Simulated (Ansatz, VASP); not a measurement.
Two plane-wave programs on SiGe

```
Si Ge
1.0
     4.02151    0.00000    0.00000
    -2.01075    3.48273    0.00000
     0.00000    0.00000    6.45368
Si Ge
2 2
Direct
  0.66667 0.33333 0.87447
  0.33333 0.66667 0.37447
  0.66667 0.33333 0.50053
  0.33333 0.66667 0.00053
```

Change from the starting cell: strain +0.030 along x and y, +0.000 along z, atoms carried along.

Alike in both runs: task single point; functional r2SCAN; k mesh 12 × 12 × 4; occupations gaussian, width 0.05 eV; no spin polarisation.

|  | VASP | Ansatz |
| --- | --- | --- |
| version | VASP 6.6.1 | Ansatz 0.2.0 |
| potentials or method | VASP PAW PBE potentials, release 64 (Si, Ge_d), cutoff 520 eV | scalar-relativistic, plane waves, PAW |
| valence electrons in the cell | 36 | 36 |

|  | VASP | Ansatz | Ansatz less VASP |
| --- | --- | --- | --- |
| gap on the k mesh at the Fermi level (eV) | 0.29 | 0.30 | +0.007 |
| least direct gap on the mesh (eV) | 0.29 | 0.30 | +0.007 |
| pressure (GPa) | -4.3 | -4.2 | +0.03 |
| traceless stress, the component that is largest in VASP (GPa) | 3.73 | 3.73 | -0.008 |
| rms of the force components (eV/Å) | 0.150 | 0.152 | +0.0015 |

VASP's potentials were made for PBE, not for r2SCAN. Atom by atom the forces differ by 0.001 eV/Å (rms over components).
